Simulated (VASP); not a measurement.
# P (R-3m) in VASP: notebook

Runs on P. Level: LDA. Tasks: single point.

Everything below comes from runs of VASP 6.6.1. Logs are shortened: lines on timing, memory, paths and dates and some standing lists are left out, and cuts for length are marked.

### Step 1. The cell of the first run

It takes space group R-3m (No. 166, trigonal). Conventional cell: a = 3.549 Å, b = 3.549 Å, c = 8.881 Å, α = 90.00°, β = 90.00°, γ = 120.00°. Within 3.1 Å of P (site symmetry 3m) lie 6 P at 2.31 to 2.79 Å.

### Step 2. Single point, LDA

The input, INCAR:

```
PREC = Accurate ; ENCUT = 520
EDIFF = 1E-7 ; ISMEAR = 0
SIGMA = 0.15 ; LREAL = F
LASPH = T ; NELM = 80
ALGO = Normal ; ISIF = 2
LWAVE = F ; LCHARG = F
NBANDS = 12
```

The input, KPOINTS:

```
regular mesh
0
Gamma
  18 18 18
```

The input, POSCAR:

```
P
1.0
    1.7743625379      1.0244286889      2.9604551620
   -1.7743625379      1.0244286889      2.9604551620
    0.0000000000     -2.0488573777      2.9604551621
P
2
Direct
    0.2270802500      0.2270802500      0.2270802500
    0.7729197500      0.7729197500      0.7729197500
```

Potentials or basis: VASP PAW LDA potentials, release 64 (P).

Started as:

```sh
$ cat potpaw_LDA.64/P/POTCAR > POTCAR
$ mpirun -np 1 vasp_std > vasp.out
```

OUTCAR:

```text
PREC = Accurate
   ENCUT = 520
   EDIFF = 1E-7
   ISMEAR = 0
   LREAL = F
   LASPH = T
   NELM = 80
   ISIF = 2

 ion  position               nearest neighbor table
   1  0.227  0.227  0.227-   2 2.31   2 2.31   2 2.31   2 2.79   2 2.79   2 2.79
   2  0.773  0.773  0.773-   1 2.31   1 2.31   1 2.31   1 2.79   1 2.79   1 2.79

  LATTYP: Found a trigonal (rhomboedric) cell.
 ALAT       =     3.6002932271
 COS(alpha) =     0.5142207411

  Lattice vectors:

 A1 = (   1.7743625379,   1.0244286889,   2.9604551620)
 A2 = (  -1.7743625379,   1.0244286889,   2.9604551620)
 A3 = (   0.0000000000,  -2.0488573777,   2.9604551621)

Analysis of symmetry for initial positions (statically):
=====================================================================
 Subroutine PRICEL returns:
 Original cell was already a primitive cell.

 Routine SETGRP: Setting up the symmetry group for a
 trigonal (rhombohedral) supercell.

 Subroutine GETGRP returns: Found 12 space group operations
 (whereof 12 operations were pure point group operations)
 out of a pool of 12 trial point group operations.

The static configuration has the point symmetry D_3d.

Analysis of symmetry for dynamics (positions and initial velocities):
=====================================================================
 Subroutine PRICEL returns:
 Original cell was already a primitive cell.

 Routine SETGRP: Setting up the symmetry group for a
 trigonal (rhombohedral) supercell.

 Subroutine GETGRP returns: Found 12 space group operations
 (whereof 12 operations were pure point group operations)
 out of a pool of 12 trial point group operations.

The dynamic configuration has the point symmetry D_3d.

 Subroutine INISYM returns: Found 12 space group operations
 (whereof 12 operations are pure point group operations),
 and found     1 'primitive' translations

----------------------------------------------------------------------------------------

                                     Primitive cell

  volume of cell :      32.2875

  direct lattice vectors                    reciprocal lattice vectors
     1.774362538  1.024428689  2.960455162     0.281791342  0.162692307  0.112595299
    -1.774362538  1.024428689  2.960455162    -0.281791342  0.162692307  0.112595299
     0.000000000 -2.048857378  2.960455162     0.000000000 -0.325384614  0.112595299

  length of vectors
     3.600293227  3.600293227  3.600293227     0.344315042  0.344315042  0.344315042

[... 88 lines left out ...]
   POTIM  = 0.5000    time-step for ionic-motion
   TEBEG  =    0.0;   TEEND  =   0.0 temperature during run
   PSTRESS=    0.0 pullay stress
   NELECT =      10.0000    total number of electrons
   NUPDOWN=      -1.0000    fix difference up-down
   EMIN   =  10.00;   EMAX   =-10.00  energy-range for DOS
   EFERMI =   0.00;   METHOD = LEGACY
   ISMEAR =     0;   SIGMA  =   0.15  broadening in eV -4-tet -1-fermi 0-gaus
   EFERMI_NEDOS =   21; number of points for ismear=-14 and -15
   IALGO  =     38    algorithm
   IMIX   =      4    mixing-type and parameters
     AMIX     =   0.40;   BMIX     =  1.00
     AMIX_MAG =   1.60;   BMIX_MAG =  1.00
  volume/ion in A,a.u.               =      16.14       108.94
  Fermi-wavevector in a.u.,A,eV,Ry     =   1.107636  2.093128 16.692396  1.226857
  Thomas-Fermi vector in A             =   2.244152
   LORBIT       =      0    0 simple, 1 ext, 2 COOP (PROOUT), +10 PAW based schemes
   GGA     = CA    functional components
   LHFCALC =     F    Hartree Fock is set to
   AEXX    =    0.0000 exact exchange contribution
   IVDW    =     0    specifies the selected vdW correction
   LEPSILON=     F    determine dielectric tensor
   LRPA    =     F    only Hartree local field effects (RPA)
 non-spin polarized calculation
 Gauss-broadening in eV      SIGMA  =   0.15
  energy-cutoff  :      520.00
  volume of cell :       32.29
 maximum number of plane-waves:       893
   NGX = 13   NGY = 13   NGZ = 13

 number of electron      10.0000000 magnetization

 Free energy of the ion-electron system (eV)
  ---------------------------------------------------
  ext. energy  EPLUGINS =         0.00000000
  ---------------------------------------------------
  free energy    TOTEN  =       -12.06759185 eV

  energy without entropy =      -12.06420540  energy(sigma->0) =      -12.06589863

 E-fermi :   8.5877     XC(G=0): -10.9100

 val. band max:        8.5655412741   @ k =   0.3889   0.1111   0.1111
 cond. band min:       8.5902850351   @ k =  -0.3889   0.5000   0.3889
 fundamental gap:      0.0247437610
 Fermi energy:         8.5876922341

 k-point     1 :       0.0000    0.0000    0.0000
  band No.  band energies     occupation
      1      -7.5129      2.00000
      2       5.5912      2.00000
      3       5.6656      2.00000
      4       5.6656      2.00000
      5       6.5623      2.00000
      6      10.2344      0.00000
      7      11.4750      0.00000
      8      11.4750      0.00000
      9      14.3461      0.00000
     10      14.3461      0.00000
     11      15.8648      0.00000
     12      15.8648      0.00000
[... 331 lines left out ...]
 k-point    24 :      -0.2222    0.0556    0.0000
  band No.  band energies     occupation
      1      -6.5652      2.00000
      2       0.9715      2.00000
      3       4.8943      2.00000
      4       6.5276      2.00000
      5       7.6795      2.00000
      6       9.9220      0.00000
      7      10.4727      0.00000
      8      11.2318      0.00000
      9      13.6723      0.00000
     10      15.1363      0.00000
     11      15.2904      0.00000
     12      19.6181      0.00000

 [... further k-points ...]

------------------------ aborting loop because EDIFF is reached ----------------------------------------

  FORCE on cell =-STRESS in cart. coord.  units (eV):
  Direction    XX          YY          ZZ          XY          YZ          ZX
  --------------------------------------------------------------------------------------
  -------------------------------------------------------------------------------------
  Total       -1.4840162     -1.4840162     -0.1152964     -0.0000000      0.0000000      0.0000000
  in kB      -73.6402750    -73.6402750     -5.7212731     -0.0000000      0.0000000      0.0000000
  external PRESSURE =     -51.0006077 kB  Pullay stress =       0.0000000 kB

 VOLUME and BASIS-vectors are now :
 -----------------------------------------------------------------------------
  energy-cutoff  :      520.00
  volume of cell :       32.29
      direct lattice vectors                 reciprocal lattice vectors
     1.774362538  1.024428689  2.960455162     0.281791342  0.162692307  0.112595299
    -1.774362538  1.024428689  2.960455162    -0.281791342  0.162692307  0.112595299
     0.000000000 -2.048857378  2.960455162     0.000000000 -0.325384614  0.112595299

 POSITION                                       TOTAL-FORCE (eV/Angst)
 -----------------------------------------------------------------------------------
      0.00000      0.00000      2.01678         0.000000      0.000000      0.407543
      0.00000      0.00000      6.86458         0.000000     -0.000000     -0.407543
 -----------------------------------------------------------------------------------
    total drift:                                0.000000     -0.000000     -0.000000

  FREE ENERGIE OF THE ION-ELECTRON SYSTEM (eV)
  ---------------------------------------------------
  free  energy   TOTEN  =       -12.0675918535 eV

  energy  without entropy=      -12.0642054039  energy(sigma->0) =      -12.06589863
```

OSZICAR:

```text
N       E                     dE             d eps       ncg     rms          rms(c)
DAV:   1     0.202981247099E+02    0.20298E+02   -0.45341E+03 13952   0.720E+02
DAV:   2    -0.109156360399E+02   -0.31214E+02   -0.29757E+02 18456   0.116E+02
DAV:   3    -0.121195940691E+02   -0.12040E+01   -0.11935E+01 18160   0.214E+01
DAV:   4    -0.121276879103E+02   -0.80938E-02   -0.80918E-02 16568   0.211E+00
DAV:   5    -0.121277549455E+02   -0.67035E-04   -0.67033E-04 18360   0.185E-01    0.682E+00
DAV:   6    -0.120888393634E+02    0.38916E-01   -0.86761E-03 16632   0.499E-01    0.404E+00
DAV:   7    -0.120675591169E+02    0.21280E-01   -0.18417E-02 16756   0.762E-01    0.908E-02
DAV:   8    -0.120675873710E+02   -0.28254E-04   -0.79018E-04 16584   0.185E-01    0.247E-02
DAV:   9    -0.120675919356E+02   -0.45646E-05   -0.14996E-05 18384   0.257E-02    0.156E-02
DAV:  10    -0.120675918625E+02    0.73153E-07   -0.25404E-06 16704   0.837E-03    0.447E-03
DAV:  11    -0.120675918535E+02    0.89899E-08   -0.57862E-08 11344   0.150E-03
   1 F= -.12067592E+02 E0= -.12065899E+02  d E =-.338645E-02
```

stdout:

```text
POSCAR found type information on POSCAR P
 POSCAR found :  1 types and       2 ions
 scaLAPACK will be used
 LDA part: xc-table for (Slater(with rela. corr.)+CA(PZ))
 , standard interpolation
 POSCAR, INCAR and KPOINTS ok, starting setup
 FFT: planning ... GRIDC
 FFT: planning ... GRID_SOFT
 FFT: planning ... GRID
 WAVECAR not read
 entering main loop
```

It took 4.1 min on 1 thread of Oxide Virtual Turin-like, shared host; peak memory 0.24 GiB.

Results:

```
Free energy            : -12.0676 eV
Pressure               : -5.1 GPa
Largest force          : 0.408 eV/Å
Band gap on the k mesh : zero (band 5 reaches 9.07 eV, above the bottom of band 6 at 8.20 eV)
```

Forces in eV/Å, atoms in the order of the input:
```
P    0.000  0.000  0.408
P    0.000  0.000 -0.408
```

### Step 3. Single point, LDA

This run uses another cell than the first one, of the same volume but with other edges.

The input, INCAR:

```
PREC = Accurate
ENCUT = 520
EDIFF = 1E-6
ISMEAR = 0
SIGMA = 0.15
LREAL = F
LASPH = T
NELM = 60
ALGO = Normal
ISIF = 2
LWAVE = F
LCHARG = F
NBANDS = 12
```

KPOINTS is that of step 2.

The input, POSCAR:

```
P
1.0
    1.6717605543      0.9651914061      3.3349940213
   -1.6717605543      0.9651914061      3.3349940213
    0.0000000000     -1.9303828121      3.3349940213
P
2
Direct
    0.2270802500      0.2270802500      0.2270802500
    0.7729197500      0.7729197500      0.7729197500
```

Potentials or basis: VASP PAW LDA potentials, release 64 (P).

Started as:

```sh
$ cat potpaw_LDA.64/P/POTCAR > POTCAR
$ mpirun -np 1 vasp_std > vasp.out
```

OUTCAR:

```text
PREC = Accurate
   ENCUT = 520
   EDIFF = 1E-6
   ISMEAR = 0
   LREAL = F
   LASPH = T
   NELM = 60
   ISIF = 2

 ion  position               nearest neighbor table
   1  0.227  0.227  0.227-   2 2.28   2 2.28   2 2.28   2 2.87   2 2.87   2 2.87
   2  0.773  0.773  0.773-   1 2.28   1 2.28   1 2.28   1 2.87   1 2.87   1 2.87

  LATTYP: Found a trigonal (rhomboedric) cell.
 ALAT       =     3.8533833087
 COS(alpha) =     0.6235617729

  Lattice vectors:

 A1 = (   1.6717605543,   0.9651914061,   3.3349940213)
 A2 = (  -1.6717605543,   0.9651914061,   3.3349940213)
 A3 = (   0.0000000000,  -1.9303828121,   3.3349940213)

Analysis of symmetry for initial positions (statically):
=====================================================================
 Subroutine PRICEL returns:
 Original cell was already a primitive cell.

 Routine SETGRP: Setting up the symmetry group for a
 trigonal (rhombohedral) supercell.

 Subroutine GETGRP returns: Found 12 space group operations
 (whereof 12 operations were pure point group operations)
 out of a pool of 12 trial point group operations.

The static configuration has the point symmetry D_3d.

Analysis of symmetry for dynamics (positions and initial velocities):
=====================================================================
 Subroutine PRICEL returns:
 Original cell was already a primitive cell.

 Routine SETGRP: Setting up the symmetry group for a
 trigonal (rhombohedral) supercell.

 Subroutine GETGRP returns: Found 12 space group operations
 (whereof 12 operations were pure point group operations)
 out of a pool of 12 trial point group operations.

The dynamic configuration has the point symmetry D_3d.

 Subroutine INISYM returns: Found 12 space group operations
 (whereof 12 operations are pure point group operations),
 and found     1 'primitive' translations

----------------------------------------------------------------------------------------

                                     Primitive cell

[... 120 lines left out ...]
   LRPA    =     F    only Hartree local field effects (RPA)
 non-spin polarized calculation
 Gauss-broadening in eV      SIGMA  =   0.15
  energy-cutoff  :      520.00
  volume of cell :       32.29
 maximum number of plane-waves:       881
 NGX is ok and might be reduce to    30

 number of electron      10.0000000 magnetization

 number of electron       9.9999999 magnetization

 Free energy of the ion-electron system (eV)
  ---------------------------------------------------
  ext. energy  EPLUGINS =         0.00000000
  ---------------------------------------------------
  free energy    TOTEN  =       -12.05494156 eV

  energy without entropy =      -12.05029130  energy(sigma->0) =      -12.05261643

 E-fermi :   8.7371     XC(G=0): -10.8909

 val. band max:        8.7074612134   @ k =   0.4444   0.2222   0.2222
 cond. band min:       8.7390303474   @ k =  -0.4444   0.4444   0.3889
 fundamental gap:      0.0315691339
 Fermi energy:         8.7370561235

 k-point     1 :       0.0000    0.0000    0.0000
  band No.  band energies     occupation
      1      -7.6734      2.00000
      2       4.4639      2.00000
      3       4.8656      2.00000
      4       6.5180      2.00000
      5       6.5180      2.00000
      6      10.6309      0.00000
      7      11.5994      0.00000
      8      11.5994      0.00000
      9      15.1509      0.00000
     10      15.1509      0.00000
     11      16.3594      0.00000
     12      16.4158      0.00000
[... 331 lines left out ...]
 k-point    24 :      -0.2222    0.0556    0.0000
  band No.  band energies     occupation
      1      -6.6258      2.00000
      2       1.3824      2.00000
      3       4.9880      2.00000
      4       5.4150      2.00000
      5       6.6246      2.00000
      6       9.8942      0.00000
      7      10.3847      0.00000
      8      11.2009      0.00000
      9      14.2447      0.00000
     10      15.0576      0.00000
     11      16.7222      0.00000
     12      20.1642      0.00000

 [... further k-points ...]

------------------------ aborting loop because EDIFF is reached ----------------------------------------

  FORCE on cell =-STRESS in cart. coord.  units (eV):
  Direction    XX          YY          ZZ          XY          YZ          ZX
  --------------------------------------------------------------------------------------
  -------------------------------------------------------------------------------------
  Total        0.1077227      0.1077227     -0.9967086      0.0000000     -0.0000000      0.0000000
  in kB        5.3454453      5.3454453    -49.4589550      0.0000000     -0.0000000      0.0000000
  external PRESSURE =     -12.9226881 kB  Pullay stress =       0.0000000 kB

 VOLUME and BASIS-vectors are now :
 -----------------------------------------------------------------------------
  energy-cutoff  :      520.00
  volume of cell :       32.29
      direct lattice vectors                 reciprocal lattice vectors
     1.671760554  0.965191406  3.334994021     0.299085894  0.172677321  0.099950204
    -1.671760554  0.965191406  3.334994021    -0.299085894  0.172677321  0.099950204
     0.000000000 -1.930382812  3.334994021     0.000000000 -0.345354643  0.099950204

 POSITION                                       TOTAL-FORCE (eV/Angst)
 -----------------------------------------------------------------------------------
      0.00000      0.00000      2.27193         0.000000     -0.000000     -0.117850
      0.00000      0.00000      7.73305         0.000000      0.000000      0.117850
 -----------------------------------------------------------------------------------
    total drift:                                0.000000      0.000000      0.000000

  FREE ENERGIE OF THE ION-ELECTRON SYSTEM (eV)
  ---------------------------------------------------
  free  energy   TOTEN  =       -12.0549415553 eV

  energy  without entropy=      -12.0502912957  energy(sigma->0) =      -12.05261643
```

OSZICAR:

```text
N       E                     dE             d eps       ncg     rms          rms(c)
DAV:   1     0.206943275924E+02    0.20694E+02   -0.45269E+03 13944   0.719E+02
DAV:   2    -0.108934683850E+02   -0.31588E+02   -0.30095E+02 18472   0.117E+02
DAV:   3    -0.121258489777E+02   -0.12324E+01   -0.12250E+01 18016   0.218E+01
DAV:   4    -0.121338045596E+02   -0.79556E-02   -0.79540E-02 16524   0.214E+00
DAV:   5    -0.121338702718E+02   -0.65712E-04   -0.65710E-04 18272   0.188E-01    0.729E+00
DAV:   6    -0.120802063196E+02    0.53664E-01   -0.22546E-02 16400   0.793E-01    0.428E+00
DAV:   7    -0.120551838709E+02    0.25022E-01   -0.37083E-02 16916   0.105E+00    0.158E-01
DAV:   8    -0.120549297075E+02    0.25416E-03   -0.35116E-03 15856   0.390E-01    0.794E-02
DAV:   9    -0.120549402089E+02   -0.10501E-04   -0.15263E-04 17508   0.796E-02    0.482E-02
DAV:  10    -0.120549415168E+02   -0.13079E-05   -0.96815E-06 16900   0.178E-02    0.221E-02
DAV:  11    -0.120549415553E+02   -0.38544E-07   -0.75923E-07 10456   0.632E-03
   1 F= -.12054942E+02 E0= -.12052616E+02  d E =-.465026E-02
```

stdout:

```text
POSCAR found type information on POSCAR P
 POSCAR found :  1 types and       2 ions
 scaLAPACK will be used
 LDA part: xc-table for (Slater(with rela. corr.)+CA(PZ))
 , standard interpolation
 POSCAR, INCAR and KPOINTS ok, starting setup
 FFT: planning ... GRIDC
 FFT: planning ... GRID_SOFT
 FFT: planning ... GRID
 WAVECAR not read
 entering main loop
```

Wall time 4.2 min (1 thread of Oxide Virtual Turin-like, shared host); peak memory 0.24 GiB.

Results:

| Item | Value |
| --- | --- |
| Free energy | -12.0549 eV |
| Pressure | -1.3 GPa |
| Largest force | 0.118 eV/Å |
| Band gap on the k mesh | zero (band 5 reaches 9.84 eV, above the bottom of band 6 at 8.18 eV) |

Forces on the atoms (eV/Å):
```
P    0.000  0.000 -0.118
P    0.000  0.000  0.118
```

Levels at points of the mesh, in eV from the Fermi level:
```
           k point  band 3  band 4  band 5  band 6  band 7  band 8
(0.00, 0.00, 0.00)   -3.87   -2.22   -2.22    1.89    2.86    2.86
(0.50, 0.00, 0.00)   -3.81   -3.58   -0.83   -0.18   -0.05    1.07
(0.50, 0.50, 0.00)   -6.54   -5.45   -4.77    0.35    5.82    7.38
(0.50, 0.50, 0.50)   -2.12   -2.12    0.69    0.69    1.26    2.88
```
